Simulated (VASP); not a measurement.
Write the native input for VASP 6.6.1 that does the following.

```yaml
Task: electric field gradients
Functional: LDA
Potentials_or_basis: VASP PAW LDA potentials, release 64 (Ti_sv)
Cutoff: 400 eV
k_mesh: 15 × 15 × 15
Occupations: fermi-dirac, width 0.05 eV
Spin: no spin polarisation
Dipole_correction: no
Further_INCAR_settings: ALGO = Normal; EDIFF = 1e-08; NBANDS = 12
```

The structure of Ti lies in POSCAR:

```
Ti
1.0
    0.0000000000      2.0909000000      2.0300000000
    2.0909000000      0.0000000000      2.0300000000
    2.0909000000      2.0909000000      0.0000000000
Ti
1
Direct
    0.0000000000      0.0000000000      0.0000000000
```

This cell differs from its parent crystal: equal xx and yy strain of +3 %.

One way to write it, as run:

INCAR

```
SYSTEM = Ti
  PREC = Accurate
  ENCUT = 400
  EDIFF = 1E-8
  ISMEAR = -1
  SIGMA = 0.05
  LREAL = .False.
  LASPH = .True.
  NELM = 120
  ALGO = Normal
  ISIF = 2
  LWAVE = .False.
  LCHARG = .False.
  LEFG = .True.
  NBANDS = 12
  GGA_COMPAT = .False.
```

KPOINTS

```
regular mesh
0
Gamma
  15 15 15
  0 0 0
```

Potentials or basis: VASP PAW LDA potentials, release 64 (Ti_sv).

The run is started by

```console
$ cat potpaw_LDA.64/Ti_sv/POTCAR > POTCAR
$ mpirun -np 1 vasp_std > vasp.out
```

Results of the run:

- Pressure: -11.2 GPa
- Band gap on the k mesh: zero (bands 6 and 7 overlap by 1.15 eV)
- Largest electric field gradient by atom: Ti +1.6 V/Å²

Caveat: the cell differs from its parent crystal (equal xx and yy strain of +3 %); the cell stands under tension; without QUAD_EFG the Cq values of the log hold for a quadrupole moment of 1 mb, not for the nuclei.

Wall time 77 s on 1 thread of AMD EPYC 7R43 64-Core Processor (Zen 3), with other jobs on the host, peak memory 0.11 GiB.
